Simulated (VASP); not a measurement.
Here is a VASP 6.6.1 calculation.

The input INCAR:

```
SYSTEM = ScAl3
  ALGO = Normal
  EDIFF = 1E-6
  ENCUT = 520
  GGA = PS
  ISIF = 2
  ISMEAR = 0
  LASPH = .True.
  LCHARG = .False.
  LREAL = .False.
  LWAVE = .False.
  NBANDS = 18
  NELM = 100
  PREC = Accurate
  SIGMA = 0.1
```

Contents of KPOINTS:

```
k-points
0
Gamma
  10 10 10
  0 0 0
```

The input POSCAR:

```
ScAl3
1.0
    4.1053305968      0.0000000000      0.0000000000
    0.0000000000      4.1053305968      0.0000000000
    0.0000000000      0.0000000000      4.1053305968
Sc Al
1 3
Direct
    0.0000000000      0.0000000000      0.0000000000
    0.5000000000      0.0000000000      0.5000000000
    0.0000000000      0.5000000000      0.5000000000
    0.5000000000      0.5000000000      0.0000000000
```

Potentials or basis: VASP PAW PBE potentials, release 64 (Sc_sv, Al).

Run with:

```console
$ cat potpaw_PBE.64/Sc_sv/POTCAR potpaw_PBE.64/Al/POTCAR > POTCAR
$ mpirun -np 1 vasp_std > vasp.out
```

Problem. What does it give for the band gap on the k mesh?

Solution. Zero (band 10 reaches 7.90 eV, above the bottom of band 11 at 4.16 eV).

Problem. Predict the pressure.

Solution. -2.1 GPa.

Caveat: the PAW data sets were made with another functional, which shifts forces and pressure a little.
